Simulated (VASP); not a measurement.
## BaF2: single point with HSE06

BaF2:

```
Ba F
1.0
     0.00000    3.09716    3.09716
     3.09716    0.00000    3.09716
     3.09716    3.09716    0.00000
Ba F
1 2
Direct
  0.00000 0.00000 0.00000
  0.25000 0.25000 0.25000
  0.75000 0.75000 0.75000
```

```yaml
Program: VASP 6.6.1
Task: single point
Functional: HSE06
Potentials_or_basis: VASP PAW PBE potentials, release 64 (Ba_sv, F)
Cutoff: 520 eV
k_mesh: 4 × 4 × 4
Occupations: gaussian, width 0.01 eV
Spin: no spin polarisation
Dipole_correction: no
Grid_for_exact_exchange_PRECFOCK: Normal
Further_INCAR_settings: ALGO = Normal; EDIFF = 1e-06; NBANDS = 19
Share_of_exact_exchange: 0.25
Screening_parameter: 0.2079 1/Å
```

| Item | Value |
| --- | --- |
| Pressure | 1.4 GPa |
| Band gap on the k mesh | 8.70 eV (least direct gap 8.79 eV) |

Levels at points of the mesh, in eV from the valence-band top:
| k point | band 10 | band 11 | band 12 | band 13 | band 14 | band 15 |
| --- | --- | --- | --- | --- | --- | --- |
| (0.00, 0.00, 0.00) | -0.09 | -0.09 | -0.09 | 8.70 | 11.30 | 11.30 |
| (0.50, 0.00, 0.00) | -0.36 | -0.17 | -0.17 | 11.24 | 11.28 | 11.28 |
| (0.50, 0.50, 0.00) | -0.30 | -0.30 | -0.17 | 9.17 | 11.14 | 12.88 |

Wall time 26 min on 1 thread of Intel(R) Xeon(R) Platinum 8488C (Sapphire Rapids), on a shared host, peak memory 0.32 GiB.

Caveat: the k points lie up to 0.44 Å⁻¹ apart; the PAW data sets were made with another functional, which shifts forces and pressure a little; spin-orbit coupling is left out, which moves the levels of the heavy elements. A k mesh can miss the band edges.
